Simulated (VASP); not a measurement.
# Si3IrRu (P6_3mc) in VASP: further runs

Runs on Si3IrRu. Level: PBE. Tasks: single point.

Everything below comes from runs of VASP 6.6.1. Logs are shortened: lines on timing, memory, paths and dates and some standing lists are left out, and cuts for length are marked.

### 1 The cell of the first run

Symmetry: P6_3mc, No. 186, hexagonal system. The conventional cell has a = 3.743 Å, b = 3.743 Å, c = 12.583 Å, α = 90.00°, β = 90.00°, γ = 120.00°. Si (site symmetry 3m) has 3 Ru at 2.39 Å and 1 Ir at 2.49 Å and 3 Si at 2.58 Å within 3.2 Å. Within 3.2 Å of Si (site symmetry 3m) lie 3 Ir at 2.41 Å and 1 Ru at 2.45 Å and 3 Si at 2.58 Å. Within 3.4 Å of Si (site symmetry 3m) lie 3 Ir at 2.56 Å and 3 Ru at 2.58 Å and 6 Si at 3.25 to 3.26 Å. Ru (site symmetry 3m) has 7 Si at 2.39 to 2.58 Å and 1 Ir at 2.77 Å within 3.2 Å. Ir (site symmetry 3m) has 7 Si at 2.41 to 2.56 Å and 1 Ru at 2.77 Å within 3.2 Å.

### 2 Single point, PBE

Input file INCAR:

```
PREC = Accurate
ENCUT = 520
EDIFF = 1E-7
ISMEAR = 0
SIGMA = 0.2
LREAL = False
LASPH = True
NELM = 100
ALGO = Normal
ISIF = 2
LWAVE = False
LCHARG = False
GGA = PE
NBANDS = 46
```

Input file KPOINTS:

```
regular mesh
0
Gamma
  5 5 2
```

Input file POSCAR:

```
Si3IrRu
1.0
    3.7425938489      0.0000000000      0.0000000000
   -1.8712969244      3.2411813492      0.0000000000
    0.0000000000      0.0000000000     12.5828633864
Si Ru Ir
6 2 2
Direct
    0.6666666667      0.3333333333      0.4429636613
    0.6666666667      0.3333333333      0.0556062203
    0.0000000000      0.0000000000      0.2496462731
    0.3333333333      0.6666666667      0.5556062203
    0.3333333333      0.6666666667      0.9429636613
    0.0000000000      0.0000000000      0.7496462731
    0.3333333333      0.6666666667      0.3610584945
    0.6666666667      0.3333333333      0.8610584945
    0.3333333333      0.6666666667      0.1407253509
    0.6666666667      0.3333333333      0.6407253509
```

Potentials or basis: VASP PAW PBE potentials, release 64 (Si, Ru_pv, Ir).

Run with:

```sh
cat potpaw_PBE.64/Si/POTCAR potpaw_PBE.64/Ru_pv/POTCAR potpaw_PBE.64/Ir/POTCAR > POTCAR
mpirun -np 1 vasp_std > vasp.out
```

OUTCAR:

```text
PREC = Accurate
   ENCUT = 520
   EDIFF = 1E-7
   ISMEAR = 0
   LREAL = False
   LASPH = True
   NELM = 100
   ISIF = 2
   GGA = PE

 ion  position               nearest neighbor table
   1  0.667  0.333  0.443-   7 2.39   7 2.39   7 2.39  10 2.49   4 2.58   4 2.58   4 2.58
   2  0.667  0.333  0.056-   9 2.41   9 2.41   9 2.41   8 2.45   5 2.58   5 2.58   5 2.58
   3  0.000  0.000  0.250-   9 2.56   9 2.56   9 2.56   7 2.58   7 2.58   7 2.58
   4  0.333  0.667  0.556-  10 2.41  10 2.41  10 2.41   7 2.45   1 2.58   1 2.58   1 2.58
   5  0.333  0.667  0.943-   8 2.39   8 2.39   8 2.39   9 2.49   2 2.58   2 2.58   2 2.58
   6  0.000  0.000  0.750-  10 2.56  10 2.56  10 2.56   8 2.58   8 2.58   8 2.58
   7  0.333  0.667  0.361-   1 2.39   1 2.39   1 2.39   4 2.45   3 2.58   3 2.58   3 2.58   9 2.77

   8  0.667  0.333  0.861-   5 2.39   5 2.39   5 2.39   2 2.45   6 2.58   6 2.58   6 2.58  10 2.77

   9  0.333  0.667  0.141-   2 2.41   2 2.41   2 2.41   5 2.49   3 2.56   3 2.56   3 2.56   7 2.77

  10  0.667  0.333  0.641-   4 2.41   4 2.41   4 2.41   1 2.49   6 2.56   6 2.56   6 2.56   8 2.77

  LATTYP: Found a hexagonal cell.
 ALAT       =     3.7425938489
 C/A-ratio  =     3.3620702364

  Lattice vectors:

 A1 = (   3.7425938489,   0.0000000000,   0.0000000000)
 A2 = (  -1.8712969244,   3.2411813492,   0.0000000000)
 A3 = (   0.0000000000,   0.0000000000,  12.5828633864)

Analysis of symmetry for initial positions (statically):
=====================================================================
 Subroutine PRICEL returns:
 Original cell was already a primitive cell.

 Routine SETGRP: Setting up the symmetry group for a
 hexagonal supercell.

 Subroutine GETGRP returns: Found 12 space group operations
 (whereof  6 operations were pure point group operations)
 out of a pool of 24 trial point group operations.

The static configuration has the point symmetry C_3v.
 The point group associated with its full space group is C_6v.

Analysis of symmetry for dynamics (positions and initial velocities):
=====================================================================
 Subroutine PRICEL returns:
 Original cell was already a primitive cell.

 Routine SETGRP: Setting up the symmetry group for a
 hexagonal supercell.

 Subroutine GETGRP returns: Found 12 space group operations
 (whereof  6 operations were pure point group operations)
 out of a pool of 24 trial point group operations.
[... 109 lines left out ...]
   ISIF   =      2    stress and relaxation
   ISYM   =      2    0-nonsym 1-usesym 2-fastsym
   POTIM  = 0.5000    time-step for ionic-motion
   TEBEG  =    0.0;   TEEND  =   0.0 temperature during run
   PSTRESS=    0.0 pullay stress
   NELECT =      70.0000    total number of electrons
   NUPDOWN=      -1.0000    fix difference up-down
   EMIN   =  10.00;   EMAX   =-10.00  energy-range for DOS
   EFERMI =   0.00;   METHOD = LEGACY
   ISMEAR =     0;   SIGMA  =   0.20  broadening in eV -4-tet -1-fermi 0-gaus
   EFERMI_NEDOS =   21; number of points for ismear=-14 and -15
   IALGO  =     38    algorithm
   IMIX   =      4    mixing-type and parameters
     AMIX     =   0.40;   BMIX     =  1.00
     AMIX_MAG =   1.60;   BMIX_MAG =  1.00
  volume/ion in A,a.u.               =      15.26       103.00
  Fermi-wavevector in a.u.,A,eV,Ry     =   1.262474  2.385729 21.685508  1.593840
  Thomas-Fermi vector in A             =   2.395880
   LORBIT       =      0    0 simple, 1 ext, 2 COOP (PROOUT), +10 PAW based schemes
   GGA     = PE    functional components
   LHFCALC =     F    Hartree Fock is set to
   AEXX    =    0.0000 exact exchange contribution
   IVDW    =     0    specifies the selected vdW correction
   LEPSILON=     F    determine dielectric tensor
   LRPA    =     F    only Hartree local field effects (RPA)
 non-spin polarized calculation
 Gauss-broadening in eV      SIGMA  =   0.20
  energy-cutoff  :      520.00
  volume of cell :      152.64
 maximum number of plane-waves:      4134
 NGX is ok and might be reduce to    28
   NGX = 13   NGY = 13   NGZ = 47

 number of electron      70.0000002 magnetization

 Free energy of the ion-electron system (eV)
  ---------------------------------------------------
  ext. energy  EPLUGINS =         0.00000000
  ---------------------------------------------------
  free energy    TOTEN  =       -72.88285643 eV

  energy without entropy =      -72.75148775  energy(sigma->0) =      -72.81717209

 E-fermi :   9.1878     XC(G=0): -11.7407

 val. band max:        9.1607780668   @ k =   0.4000  -0.0000   0.5000
 cond. band min:       9.2105358218   @ k =   0.4000  -0.0000   0.0000
 fundamental gap:      0.0497577550
 Fermi energy:         9.1878003413

 k-point     1 :       0.0000    0.0000    0.0000
  band No.  band energies     occupation
      1     -33.1926      2.00000
      2     -33.1925      2.00000
      3     -33.0227      2.00000
      4     -33.0227      2.00000
      5     -33.0226      2.00000
      6     -33.0226      2.00000
[... 479 lines left out ...]
     45      14.5693      0.00000
     46      14.5696      0.00000

------------------------ aborting loop because EDIFF is reached ----------------------------------------

  FORCE on cell =-STRESS in cart. coord.  units (eV):
  Direction    XX          YY          ZZ          XY          YZ          ZX
  --------------------------------------------------------------------------------------
  -------------------------------------------------------------------------------------
  Total        0.1357558      0.1357558      0.2900591      0.0000000      0.0000000      0.0000000
  in kB        1.4249951      1.4249951      3.0446794      0.0000000      0.0000000      0.0000000
  external PRESSURE =       1.9648899 kB  Pullay stress =       0.0000000 kB

 VOLUME and BASIS-vectors are now :
 -----------------------------------------------------------------------------
  energy-cutoff  :      520.00
  volume of cell :      152.64
      direct lattice vectors                 reciprocal lattice vectors
     3.742593849  0.000000000  0.000000000     0.267194368  0.154264741  0.000000000
    -1.871296924  3.241181349  0.000000000     0.000000000  0.308529481  0.000000000
     0.000000000  0.000000000 12.582863386     0.000000000  0.000000000  0.079473167

 POSITION                                       TOTAL-FORCE (eV/Angst)
 -----------------------------------------------------------------------------------
      1.87130      1.08039      5.57375        -0.000000     -0.000000     -0.027618
      1.87130      1.08039      0.69969        -0.000000     -0.000000     -0.008885
      0.00000      0.00000      3.14126         0.000000      0.000000     -0.061248
     -0.00000      2.16079      6.99112        -0.000000     -0.000000     -0.008885
     -0.00000      2.16079     11.86518         0.000000      0.000000     -0.027618
      0.00000      0.00000      9.43270        -0.000000     -0.000000     -0.061248
     -0.00000      2.16079      4.54315        -0.000000      0.000000      0.013050
      1.87130      1.08039     10.83458         0.000000     -0.000000      0.013050
     -0.00000      2.16079      1.77073        -0.000000      0.000000      0.084700
      1.87130      1.08039      8.06216         0.000000     -0.000000      0.084700
 -----------------------------------------------------------------------------------
    total drift:                               -0.000000     -0.000001      0.000862

  FREE ENERGIE OF THE ION-ELECTRON SYSTEM (eV)
  ---------------------------------------------------
  free  energy   TOTEN  =       -72.8828564315 eV

  energy  without entropy=      -72.7514877524  energy(sigma->0) =      -72.81717209
```

OSZICAR:

```text
N       E                     dE             d eps       ncg     rms          rms(c)
DAV:   1     0.556868101556E+03    0.55687E+03   -0.34413E+04  1016   0.143E+03
DAV:   2    -0.325808199740E+02   -0.58945E+03   -0.55951E+03   920   0.380E+02
DAV:   3    -0.736586540269E+02   -0.41078E+02   -0.39031E+02  1186   0.934E+01
DAV:   4    -0.751505719513E+02   -0.14919E+01   -0.14699E+01  1112   0.191E+01
DAV:   5    -0.752080708766E+02   -0.57499E-01   -0.57430E-01  1286   0.376E+00    0.285E+01
DAV:   6    -0.734535828101E+02    0.17545E+01   -0.14161E+01  1368   0.265E+01    0.851E+00
DAV:   7    -0.731969175193E+02    0.25667E+00   -0.43894E+00  1362   0.181E+01    0.739E+00
DAV:   8    -0.730421251099E+02    0.15479E+00   -0.23340E+00  1292   0.119E+01    0.425E+00
DAV:   9    -0.728839770135E+02    0.15815E+00   -0.75681E-01  1248   0.541E+00    0.783E-01
DAV:  10    -0.728826952053E+02    0.12818E-02   -0.32821E-02  1140   0.122E+00    0.513E-01
DAV:  11    -0.728828614744E+02   -0.16627E-03   -0.47725E-03  1174   0.386E-01    0.286E-01
DAV:  12    -0.728828696671E+02   -0.81927E-05   -0.65494E-04  1038   0.158E-01    0.345E-02
DAV:  13    -0.728828543497E+02    0.15317E-04   -0.10097E-04  1340   0.532E-02    0.142E-02
DAV:  14    -0.728828580134E+02   -0.36637E-05   -0.12066E-05  1060   0.171E-02    0.870E-03
DAV:  15    -0.728828564495E+02    0.15639E-05   -0.21815E-06  1140   0.880E-03    0.242E-03
DAV:  16    -0.728828564315E+02    0.17993E-07   -0.38057E-07   960   0.395E-03
   1 F= -.72882856E+02 E0= -.72817172E+02  d E =-.131369E+00
```

stdout:

```text
POSCAR found type information on POSCAR SiRuIr
 POSCAR found :  3 types and      10 ions
 scaLAPACK will be used
 LDA part: xc-table for (Slater+PW92), standard interpolation
 POSCAR, INCAR and KPOINTS ok, starting setup
 FFT: planning ... GRIDC
 FFT: planning ... GRID_SOFT
 FFT: planning ... GRID
 WAVECAR not read
 entering main loop
```

It took 78 s on 1 thread of Intel Xeon Platinum 8488C (Sapphire Rapids), shared host; peak memory 0.27 GiB.

What came out:

- Free energy: -72.8829 eV
- Pressure: 0.2 GPa
- Largest force: 0.085 eV/Å
- Band gap on the k mesh: zero (band 35 reaches 10.83 eV, above the bottom of band 36 at 8.81 eV)

Forces on the atoms (eV/Å):
```
Si   0.000  0.000 -0.028
Si   0.000  0.000 -0.009
Si   0.000  0.000 -0.061
Si   0.000  0.000 -0.009
Si   0.000  0.000 -0.028
Si   0.000  0.000 -0.061
Ru   0.000  0.000  0.013
Ru   0.000  0.000  0.013
Ir   0.000  0.000  0.085
Ir   0.000  0.000  0.085
```

Stress tensor (GPa, compression positive):
```
0.14 0.00 0.00
0.00 0.14 0.00
0.00 0.00 0.30
```

Caveat: the k points lie up to 0.39 Å⁻¹ apart; spin-orbit coupling is left out, which moves the levels of the heavy elements.

### 3 Single point, PBE

Input file INCAR:

```
PREC = Accurate
ENCUT = 520
EDIFF = 1E-6
ISMEAR = 0
SIGMA = 0.2
LREAL = F
LASPH = T
NELM = 80
ALGO = Normal
ISIF = 2
LWAVE = F
LCHARG = F
GGA = PE
NBANDS = 46
```

Input file KPOINTS:

```
Automatic mesh
0
Gamma
  6 6 2
```

Input file POSCAR:

```
Si3IrRu
1.0
    3.7398575381      0.0000000000      0.0000000000
   -1.8699287690      3.2388116345      0.0000000000
    0.0000000000      0.0000000000     12.5947953747
Si Ru Ir
6 2 2
Direct
    0.6666666667      0.3333333333      0.4429874483
    0.6666666667      0.3333333333      0.0553395185
    1.0000000000      0.0000000000      0.2488262219
    0.3333333333      0.6666666667      0.5553395185
    0.3333333333      0.6666666667      0.9429874483
    0.0000000000      0.0000000000      0.7488262219
    0.3333333333      0.6666666667      0.3618213045
    0.6666666667      0.3333333333      0.8618213045
    0.3333333333      0.6666666667      0.1410255069
    0.6666666667      0.3333333333      0.6410255069
```

Potentials or basis: VASP PAW PBE potentials, release 64 (Si, Ru_pv, Ir).

Run with:

```sh
cat potpaw_PBE.64/Si/POTCAR potpaw_PBE.64/Ru_pv/POTCAR potpaw_PBE.64/Ir/POTCAR > POTCAR
mpirun -np 1 vasp_std > vasp.out
```

It took 97 s on 1 thread of Intel Xeon Platinum 8488C (Sapphire Rapids), shared host; peak memory 0.29 GiB.

The run converged. Its results:

```
Free energy            : -72.9909 eV
Pressure               : 0.0 GPa
Largest force          : 0.047 eV/Å
Band gap on the k mesh : zero (band 35 reaches 10.97 eV, above the bottom of band 36 at 8.54 eV)
```

Forces on the atoms (eV/Å):
```
Si   0.000  0.000 -0.004
Si   0.000  0.000  0.011
Si   0.000  0.000  0.023
Si   0.000  0.000  0.011
Si   0.000  0.000 -0.004
Si   0.000  0.000  0.023
Ru   0.000  0.000 -0.047
Ru   0.000  0.000 -0.047
Ir   0.000  0.000  0.017
Ir   0.000  0.000  0.017
```

Stress tensor (GPa, compression positive):
```
 0.19  0.00  0.00
 0.00  0.19  0.00
 0.00  0.00 -0.32
```

Levels at points of the mesh, in eV from the Fermi level:
| k point | band 31 | band 32 | band 33 | band 34 | band 35 | band 36 | band 37 | band 38 |
| --- | --- | --- | --- | --- | --- | --- | --- | --- |
| (0.00, 0.00, 0.00) | -1.49 | -1.48 | 0.80 | 0.80 | 1.18 | 2.21 | 2.65 | 3.12 |
| (0.50, 0.00, 0.00) | -1.74 | -1.64 | -1.43 | -1.01 | -0.83 | -0.64 | -0.57 | 0.55 |
| (0.00, 0.00, 0.50) | -1.73 | -1.73 | 1.23 | 1.23 | 1.67 | 1.67 | 1.67 | 1.67 |
| (0.50, 0.00, 0.50) | -1.42 | -1.42 | -1.06 | -1.06 | -0.59 | -0.59 | -0.36 | -0.36 |

Caveat: spin-orbit coupling is left out, which moves the levels of the heavy elements.
